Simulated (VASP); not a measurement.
# Be: single point with PBE

The system is Be.

```
Be
1.0
     3.03950    0.00000    0.00000
    -1.51975    2.63229    0.00000
     0.00000    0.00000    1.81461
Be
3
Direct
  0.00000 0.00000 0.00000
  0.33333 0.66667 0.50000
  0.66667 0.33333 0.50000
```

```json
{
 "Program": "VASP 6.6.1",
 "Task": "single point",
 "Functional": "PBE",
 "Potentials or basis": "VASP PAW PBE potentials, release 64 (Be)",
 "Cutoff": "520 eV",
 "k mesh": "10 × 10 × 14",
 "Occupations": "fermi-dirac, width 0.08 eV",
 "Spin": "no spin polarisation",
 "Dipole correction": "no",
 "Further INCAR settings": "ALGO = Normal; EDIFF = 1e-06; NBANDS = 10"
}
```

```json
{"Pressure": "137.3 GPa", "Band gap on the k mesh": "zero (band 3 reaches 18.36 eV, above the bottom of band 4 at 10.63 eV)"}
```

Levels at points of the mesh, in eV from the Fermi level:
```csv
k point,band 1,band 2,band 3,band 4,band 5,band 6,band 7,band 8
"(0.00, 0.00, 0.00)",-15.20,-2.60,-2.60,-2.33,-2.33,9.45,10.24,16.64
"(0.50, 0.00, 0.00)",-11.99,-11.90,-7.77,2.05,12.94,13.26,16.67,16.74
"(0.00, 0.00, 0.50)",-9.20,-7.01,5.40,5.40,5.60,8.18,8.18,9.35
"(0.50, 0.00, 0.50)",-6.72,-6.32,-2.69,1.00,1.82,4.84,9.38,10.55
```

Run time: 21 s on 1 thread of AMD EPYC 7R13, with other jobs on the host, peak memory 0.1 GiB.
